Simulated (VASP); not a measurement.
Here is a VASP 6.6.1 calculation.

Contents of INCAR:

```
SYSTEM = Co2Sn
ALGO = Normal ; EDIFF = 1E-6
ENCUT = 520 ; GGA = PE
ISIF = 2 ; ISMEAR = 0
ISPIN = 2 ; LASPH = .True.
LCHARG = .False. ; LMAXMIX = 4
LORBIT = 11 ; LREAL = .False.
LWAVE = .False. ; MAGMOM = 3 3 3 3 0 0
NBANDS = 45 ; NELM = 150
PREC = Accurate ; SIGMA = 0.1
```

KPOINTS

```
k-points
0
Gamma
  6 6 2
  0 0 0
```

The input POSCAR:

```
Co2Sn
1.0
    4.0112417300      0.0000000000      0.0000000000
   -2.0056208700      3.4738372400      0.0000000000
    0.0000000000      0.0000000000      7.9357295600
Co Sn
4 2
Direct
    0.5000000000      0.0000000000      0.5000000000
    0.0000000000      0.5000000000      0.5000000000
    0.5000000000      0.5000000000      0.5000000000
    0.0000000000      0.0000000000      0.5000000000
    0.0000000000      0.0000000000      0.1818925800
    0.0000000000      0.0000000000      0.8181074200
```

Potentials or basis: VASP PAW PBE potentials, release 64 (Co, Sn_d).

Command:

```console
$ cat potpaw_PBE.64/Co/POTCAR potpaw_PBE.64/Sn_d/POTCAR > POTCAR
$ mpirun -np 1 vasp_std > vasp.out
```

(1) What does it give for the largest force?

(2) What does it give for the site moments?

(3) What does it give for the pressure?

Answers

(1) 0.956 eV/Å.

(2) Co +0.89, +0.67 (each value once); Sn +0.03 μB.

(3) 48.9 GPa.

Caveat: the k points lie up to 0.40 Å⁻¹ apart.
